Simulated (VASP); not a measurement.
Write the native input for VASP 6.6.1 that does the following.

```
Task                   : single point
Functional             : LDA
Potentials or basis    : VASP PAW LDA potentials, release 64 (Ca_sv, O)
Cutoff                 : 520 eV
k mesh                 : 8 × 8 × 8
Occupations            : gaussian, width 0.01 eV
Spin                   : no spin polarisation
Dipole correction      : no
Further INCAR settings : ALGO = Normal; EDIFF = 1e-06; NBANDS = 15
```

The structure of CaO lies in POSCAR:

```
CaO
1.0
    2.3159654973      2.3159654973      0.0000000000
   -2.3159654973      2.3159654973      0.0000000000
    0.0000000000      2.3159654973      2.3159654973
Ca O
1 1
Direct
    0.0000000000      0.0000000000      0.0000000000
    0.5000000000      0.5000000000      0.0000000000
```

These files were run (other wordings do the same):

INCAR

```
  PREC = Accurate
  ENCUT = 520
  EDIFF = 1E-6
  ISMEAR = 0
  SIGMA = 0.01
  LREAL = F
  LASPH = T
  NELM = 100
  ALGO = Normal
  ISIF = 2
  LWAVE = F
  LCHARG = T
  LELF = T
  LVHAR = T
  NBANDS = 15
```

KPOINTS

```
Automatic mesh
0
Gamma
  8 8 8
```

Potentials or basis: VASP PAW LDA potentials, release 64 (Ca_sv, O).

Launch:

```sh
$ cat potpaw_LDA.64/Ca_sv/POTCAR potpaw_LDA.64/O/POTCAR > POTCAR
$ mpirun -np 1 vasp_std > vasp.out
```

Results of the run:

- Pressure: 8.2 GPa
- Band gap on the k mesh: 3.37 eV, indirect (least direct gap 3.71 eV)

Wall time 7 s on 1 thread of Intel(R) Xeon(R) Platinum 8559C (Emerald Rapids), on a shared host, peak memory 0.13 GiB.
